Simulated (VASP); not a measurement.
# Ga2GeSe2 (I4/mmm) in VASP: notebook

The runs below take Ga2GeSe2 through relaxation of cell and atoms, single point, with PBE.

Program: VASP 6.6.1. These are calculated values, not measurements. Logs are shortened: lines on timing, memory, paths and dates and some standing lists are left out, and cuts for length are marked.

### 1 The cell of the first run

It takes space group I4/mmm (No. 139, tetragonal). Conventional cell: a = 4.322 Å, b = 4.322 Å, c = 11.838 Å, α = 90.00°, β = 90.00°, γ = 90.00°. Within 3.5 Å of Ga (site symmetry 4mm) lie 4 Se at 2.62 Å and 1 Ga at 2.96 Å and 4 Ge at 3.40 Å. Ge (site symmetry 4/mmm) has 10 Ga at 3.40 to 4.44 Å and 8 Se at 3.66 Å and 4 Ge at 4.32 Å within 4.5 Å. Within 3.5 Å of Se (site symmetry -4m2) lie 4 Ga at 2.62 Å and 4 Se at 3.06 Å.

The cell was generated, and may not be a known phase.

### 2 Relaxation of cell and atoms, PBE

INCAR

```
ALGO = Normal ; EDIFF = 1E-7
EDIFFG = -0.04 ; ENCUT = 600
GGA = PE ; IBRION = 2
ISIF = 3 ; ISMEAR = 0
LASPH = T ; LCHARG = F
LREAL = F ; LWAVE = F
NELM = 60 ; NSW = 90
PREC = Accurate ; SIGMA = 0.1
```

KPOINTS

```
k-points
0
Gamma
  6 6 6
```

POSCAR

```
Ga2GeSe2
1.0
   -2.1610998500      2.1610998500      5.9189590700
    2.1610998500     -2.1610998500      5.9189590700
    2.1610998500      2.1610998500     -5.9189590700
Ga Ge Se
2 1 2
Direct
    0.3750000000      0.3750000000      0.0000000000
    0.6250000000      0.6250000000      0.0000000000
    0.0000000000      0.0000000000      0.0000000000
    0.7500000000      0.2500000000      0.5000000000
    0.2500000000      0.7500000000      0.5000000000
```

Potentials or basis: VASP PAW PBE potentials, release 64 (Ga_d, Ge_d, Se).

Started as:

```sh
$ cat potpaw_PBE.64/Ga_d/POTCAR potpaw_PBE.64/Ge_d/POTCAR potpaw_PBE.64/Se/POTCAR > POTCAR
$ mpirun -np 1 vasp_std > vasp.out
```

OUTCAR:

```text
EDIFF = 1E-7
   EDIFFG = -0.04
   ENCUT = 600
   GGA = PE
   IBRION = 2
   ISIF = 3
   ISMEAR = 0
   LASPH = T
   LREAL = F
   NELM = 60
   NSW = 90
   PREC = Accurate

 ion  position               nearest neighbor table
   1  0.375  0.375  0.000-   4 2.62   5 2.62   5 2.62   4 2.62
   2  0.625  0.625  0.000-   5 2.62   4 2.62   4 2.62   5 2.62
   3  0.000  0.000  0.000-
   4  0.750  0.250  0.500-   1 2.62   2 2.62   1 2.62   2 2.62
   5  0.250  0.750  0.500-   1 2.62   2 2.62   1 2.62   2 2.62

  LATTYP: Found a body centered tetragonal cell.
 ALAT       =     4.3221997000
 C/A-ratio  =     2.7388642269

  Lattice vectors:

 A1 = (  -2.1610998500,   2.1610998500,   5.9189590700)
 A2 = (   2.1610998500,  -2.1610998500,   5.9189590700)
 A3 = (   2.1610998500,   2.1610998500,  -5.9189590700)

Analysis of symmetry for initial positions (statically):
=====================================================================
 Subroutine PRICEL returns:
 Original cell was already a primitive cell.

 Routine SETGRP: Setting up the symmetry group for a
 body centered tetragonal supercell.

 Subroutine GETGRP returns: Found 16 space group operations
 (whereof 16 operations were pure point group operations)
 out of a pool of 16 trial point group operations.

The static configuration has the point symmetry D_4h.

Analysis of symmetry for dynamics (positions and initial velocities):
=====================================================================
 Subroutine PRICEL returns:
 Original cell was already a primitive cell.

 Routine SETGRP: Setting up the symmetry group for a
 body centered tetragonal supercell.

 Subroutine GETGRP returns: Found 16 space group operations
 (whereof 16 operations were pure point group operations)
 out of a pool of 16 trial point group operations.

The dynamic configuration has the point symmetry D_4h.

 Subroutine INISYM returns: Found 16 space group operations
 (whereof 16 operations are pure point group operations),
 and found     1 'primitive' translations

----------------------------------------------------------------------------------------

                                     Primitive cell

  volume of cell :     110.5745

  direct lattice vectors                    reciprocal lattice vectors
    -2.161099850  2.161099850  5.918959070     0.000000000  0.231363673  0.084474313
     2.161099850 -2.161099850  5.918959070     0.231363673  0.000000000  0.084474313
     2.161099850  2.161099850 -5.918959070     0.231363673  0.231363673  0.000000000

  length of vectors
     6.661439904  6.661439904  6.661439904     0.246302779  0.246302779  0.327197645

  position of ions in fractional coordinates (direct lattice)
     0.375000000  0.375000000  0.000000000
     0.625000000  0.625000000  0.000000000
     0.000000000  0.000000000  0.000000000
     0.750000000  0.250000000  0.500000000
     0.250000000  0.750000000  0.500000000

  ion indices of the primitive-cell ions
   primitive index   ion index
                 1           1
                 2           2
                 3           3
                 4           4
                 5           5

----------------------------------------------------------------------------------------

 KPOINTS: k-points

Automatic generation of k-mesh.
 Grid dimensions read from file:
 generate k-points for:    6    6    6

 Generating k-lattice:

  Cartesian coordinates                     Fractional coordinates (reciprocal lattice)
     0.000000000  0.038560612  0.014079052     0.166666667  0.000000000 -0.000000000
     0.038560612  0.000000000  0.014079052     0.000000000  0.166666667 -0.000000000
     0.038560612  0.038560612  0.000000000     0.000000000  0.000000000  0.166666667

  Length of vectors
     0.041050463  0.041050463  0.054532941

  Shift w.r.t. Gamma in fractional coordinates (k-lattice)
     0.000000000  0.000000000  0.000000000

 Subroutine IBZKPT returns following result:
 ===========================================

 Found     30 irreducible k-points:

 Following reciprocal coordinates:
            Coordinates               Weight
  0.000000  0.000000  0.000000      1.000000
  0.166667  0.000000 -0.000000      8.000000
  0.333333  0.000000 -0.000000      8.000000
  0.500000  0.000000 -0.000000      4.000000
  0.166667  0.166667 -0.000000      8.000000
  0.333333  0.166667 -0.000000     16.000000
[... 16 lines left out ...]
 -0.333333 -0.333333  0.166667      8.000000
 -0.166667 -0.333333  0.166667      8.000000
 [... further k-points ...]
   k-points           NKPTS =     30   k-points in BZ     NKDIM =     30   number of bands    NBANDS=     31
   number of dos      NEDOS =    301   number of ions     NIONS =      5
   total plane-waves  NPLWV = 157464
   dimension x,y,z NGX =    54 NGY =   54 NGZ =   54
   dimension x,y,z NGXF=   108 NGYF=  108 NGZF=  108
   ions per type =               2   1   2
   NGX,Y,Z   is equivalent  to a cutoff of  13.48, 13.48, 13.48 a.u.
   NGXF,Y,Z  is equivalent  to a cutoff of  26.95, 26.95, 26.95 a.u.
 SYSTEM =  unknown system
   PREC   = accura    normal or accurate (medium, high low for compatibility)
   ISTART =      0    job   : 0-new  1-cont  2-samecut
   ICHARG =      2    charge: 1-file 2-atom 10-const
   ISPIN  =      1    spin polarized calculation?
   LNONCOLLINEAR =      F non collinear calculations
   LSORBIT =      F    spin-orbit coupling
   LASPH  =      T    aspherical Exc in radial PAW
   ENCUT  =  600.0 eV  44.10 Ry    6.64 a.u.  13.30 13.30 13.30*2*pi/ulx,y,z
   NELM   =     60;   NELMIN=  2; NELMDL= -5     # of ELM steps
   EDIFF  = 0.1E-06   stopping-criterion for ELM
   LREAL  =      F    real-space projection
   EDIFFG = -.4E-01   stopping-criterion for IOM
   NSW    =     90    number of steps for IOM
   IBRION =      2    ionic relax: 0-MD 1-quasi-New 2-CG
   NFREE  =      1    steps in history (QN), initial steepest desc. (CG)
   ISIF   =      3    stress and relaxation
   ISYM   =      2    0-nonsym 1-usesym 2-fastsym
   POTIM  = 0.5000    time-step for ionic-motion
   TEBEG  =    0.0;   TEEND  =   0.0 temperature during run
   PSTRESS=    0.0 pullay stress
   NELECT =      52.0000    total number of electrons
   NUPDOWN=      -1.0000    fix difference up-down
   EMIN   =  10.00;   EMAX   =-10.00  energy-range for DOS
   EFERMI =   0.00;   METHOD = LEGACY
   ISMEAR =     0;   SIGMA  =   0.10  broadening in eV -4-tet -1-fermi 0-gaus
   EFERMI_NEDOS =   21; number of points for ismear=-14 and -15
   IALGO  =     38    algorithm
   IMIX   =      4    mixing-type and parameters
     AMIX     =   0.40;   BMIX     =  1.00
     AMIX_MAG =   1.60;   BMIX_MAG =  1.00
  volume/ion in A,a.u.               =      22.11       149.24
  Fermi-wavevector in a.u.,A,eV,Ry     =   1.273086  2.405783 22.051602  1.620747
  Thomas-Fermi vector in A             =   2.405928
   LORBIT       =      0    0 simple, 1 ext, 2 COOP (PROOUT), +10 PAW based schemes
   GGA     = PE    functional components
   LHFCALC =     F    Hartree Fock is set to
   AEXX    =    0.0000 exact exchange contribution
   IVDW    =     0    specifies the selected vdW correction
   LEPSILON=     F    determine dielectric tensor
   LRPA    =     F    only Hartree local field effects (RPA)
 conjugate gradient relaxation of ions
 non-spin polarized calculation
 Gauss-broadening in eV      SIGMA  =   0.10
  energy-cutoff  :      600.00
  volume of cell :      110.57
 maximum number of plane-waves:      3716
 NGX is ok and might be reduce to    54
   NGX = 27   NGY = 27   NGZ = 27

--------------------------------------- Ionic step        1  -------------------------------------------

 number of electron      51.9999998 magnetization

 Free energy of the ion-electron system (eV)
  ---------------------------------------------------
  ext. energy  EPLUGINS =         0.00000000
  ---------------------------------------------------
  free energy    TOTEN  =       -15.24532935 eV

  energy without entropy =      -15.21589584  energy(sigma->0) =      -15.23061259

------------------------ aborting loop because EDIFF is reached ----------------------------------------

  FORCE on cell =-STRESS in cart. coord.  units (eV):
  Direction    XX          YY          ZZ          XY          YZ          ZX
  --------------------------------------------------------------------------------------
  -------------------------------------------------------------------------------------
  Total        3.9562692      3.9562692     -1.1662994      0.0000000      0.0000000     -0.0000000
  in kB       57.3246516     57.3246516    -16.8991804      0.0000000      0.0000000     -0.0000000
  external PRESSURE =      32.5833743 kB  Pullay stress =       0.0000000 kB
[... 1749 lines left out ...]
     30       7.5764      0.00000
     31       7.9475      0.00000

 [... further k-points ...]

[... ionic steps 4 to 22 ...]

--------------------------------------- Ionic step       23  -------------------------------------------

 number of electron      52.0000002 magnetization

------------------------ aborting loop because EDIFF is reached ----------------------------------------

  FORCE on cell =-STRESS in cart. coord.  units (eV):
  Direction    XX          YY          ZZ          XY          YZ          ZX
  --------------------------------------------------------------------------------------
  -------------------------------------------------------------------------------------
  Total       -0.0007974     -0.0007974     -0.3142537      0.0000000      0.0000000      0.0000000
  in kB       -0.0117257     -0.0117257     -4.6210805      0.0000000      0.0000000      0.0000000
  external PRESSURE =      -1.5481773 kB  Pullay stress =       0.0000000 kB
[... 63 lines left out ...]
  energy  without entropy=      -17.4106663355  energy(sigma->0) =      -17.42009774

--------------------------------------- Ionic step       25  -------------------------------------------

 number of electron      52.0000003 magnetization

 Free energy of the ion-electron system (eV)
  ---------------------------------------------------
  ext. energy  EPLUGINS =         0.00000000
  ---------------------------------------------------
  free energy    TOTEN  =       -17.42993815 eV

  energy without entropy =      -17.41041187  energy(sigma->0) =      -17.42017501

 E-fermi :   5.0856     XC(G=0): -10.1962

 val. band max:        5.0692634993   @ k =   0.1667   0.0000  -0.0000
 cond. band min:       5.1101386374   @ k =  -0.3333   0.5000   0.3333
 fundamental gap:      0.0408751381
 Fermi energy:         5.0855609889

 k-point     1 :       0.0000    0.0000    0.0000
  band No.  band energies     occupation
      1     -20.5187      2.00000
      2     -20.5170      2.00000
      3     -20.4724      2.00000
      4     -20.4724      2.00000
      5     -20.4658      2.00000
      6     -10.3487      2.00000
[... 839 lines left out ...]
  FREE ENERGIE OF THE ION-ELECTRON SYSTEM (eV)
  ---------------------------------------------------
  free  energy   TOTEN  =       -17.4299381547 eV

  energy  without entropy=      -17.4104118658  energy(sigma->0) =      -17.42017501

 reached required accuracy - stopping structural energy minimisation
```

Run time: 74 min. Hardware: 1 thread of Intel Xeon Platinum 8488C (Sapphire Rapids), shared host; peak memory 0.54 GiB.

What came out:

```
Free energy                           : -17.4299 eV
Relaxed volume                        : 21.75 Å³/atom
Relaxed cell                          : a = 5.478 Å, b = 5.478 Å, c = 5.478 Å, α = 123.83°, β = 123.83°, γ = 83.48°
Space group after relaxing (to 0.1 Å) : I4/mmm (No. 139)
Energy gained by relaxing             : 436.9 meV/atom
Ionic steps                           : 25
Pressure after relaxing               : 0.0 GPa
Largest force after relaxing          : 0.030 eV/Å
Band gap on the k mesh                : zero (bands 26 and 27 overlap by 1.55 eV)
```

Forces on the atoms (eV/Å):
```
Ga   0.000  0.000 -0.030
Ga   0.000  0.000  0.030
Ge   0.000  0.000  0.000
Se   0.000  0.000  0.000
Se   0.000  0.000  0.000
```

The path:
| step | energy change (eV) | largest force (eV/Å) | pressure (GPa) | volume (Å³) |
| --- | --- | --- | --- | --- |
| 1 | 0.0000 | 0.9246 | 3.26 | 110.57 |
| 2 | -0.2704 | 0.1850 | -1.04 | 117.84 |
| 3 | -0.3230 | 0.4320 | -3.70 | 124.78 |
| 4 | -0.5196 | 0.9132 | -4.02 | 124.51 |
| 5 | -0.6768 | 4.2705 | -3.15 | 121.99 |
| 6 | -0.7402 | 1.8577 | -4.08 | 123.73 |
| 7 | -0.7792 | 2.6712 | -3.87 | 123.08 |
| 8 | -1.0288 | 2.9228 | -3.16 | 119.78 |
| 9 | -1.3710 | 3.8586 | -0.80 | 112.67 |
| 10 | -0.3842 | 8.7443 | 12.39 | 96.92 |
| 11 | -1.2531 | 5.2212 | 1.37 | 109.35 |
| 12 | -1.5259 | 4.2745 | 1.66 | 107.90 |
| 13 | -1.9646 | 2.0432 | 3.13 | 103.44 |
| 14 | -2.0008 | 1.2967 | 4.32 | 101.50 |
| 15 | -2.0760 | 1.0254 | 2.97 | 103.30 |
| 16 | -2.1661 | 0.5140 | 0.23 | 107.97 |
| 17 | -2.1688 | 0.4392 | -0.23 | 108.88 |
| 18 | -2.1689 | 0.4274 | -0.29 | 109.03 |
| 19 | -2.1738 | 0.3379 | -0.12 | 108.68 |
| 20 | -2.1802 | 0.0780 | 0.46 | 107.63 |
| 21 | -2.1819 | 0.0504 | 0.31 | 107.98 |
| 22 | -2.1836 | 0.0118 | -0.10 | 108.90 |
| 23 | -2.1836 | 0.0154 | -0.15 | 108.96 |
| 24 | -2.1842 | 0.0004 | -0.12 | 108.88 |
| 25 | -2.1846 | 0.0299 | -0.05 | 108.74 |

Final structure:
```xyz
5
Lattice="-2.5789 2.5789 4.0875 2.5789 -2.5789 4.0875 2.5789 2.5789 -4.0875" Properties=species:S:1:pos:R:3 pbc="T T T"
Ga    0.0000    0.0000    2.8446
Ga    0.0000    0.0000    5.3304
Ge    0.0000    0.0000    0.0000
Se    0.0000    2.5789    2.0437
Se    2.5789    0.0000    2.0437
```

Levels at points of the mesh, in eV from the Fermi level:
| k point | band 22 | band 23 | band 24 | band 25 | band 26 | band 27 | band 28 | band 29 | band 30 | band 31 |
| --- | --- | --- | --- | --- | --- | --- | --- | --- | --- | --- |
| (0.00, 0.00, 0.00) | -4.83 | -3.52 | -3.01 | -2.99 | -2.99 | -1.05 | -1.05 | 0.25 | 3.61 | 3.80 |
| (0.50, 0.00, 0.00) | -4.49 | -4.48 | -2.45 | -1.66 | 0.09 | 0.52 | 0.68 | 1.32 | 3.04 | 3.13 |
| (0.50, 0.50, 0.00) | -2.32 | -1.85 | -1.53 | -1.34 | -0.72 | 0.36 | 1.47 | 2.18 | 3.14 | 3.42 |
| (0.50, 0.50, 0.50) | -3.17 | -2.47 | -2.47 | -1.45 | -0.81 | 1.41 | 1.41 | 1.49 | 1.87 | 4.72 |

Caveat: a cell axis changed by over 15 % at a fixed basis, so the end point is rough.

(Part 1 of 2 ends here.)

The gap in the log of VASP goes by the Fermi energy; the results here count the filled bands.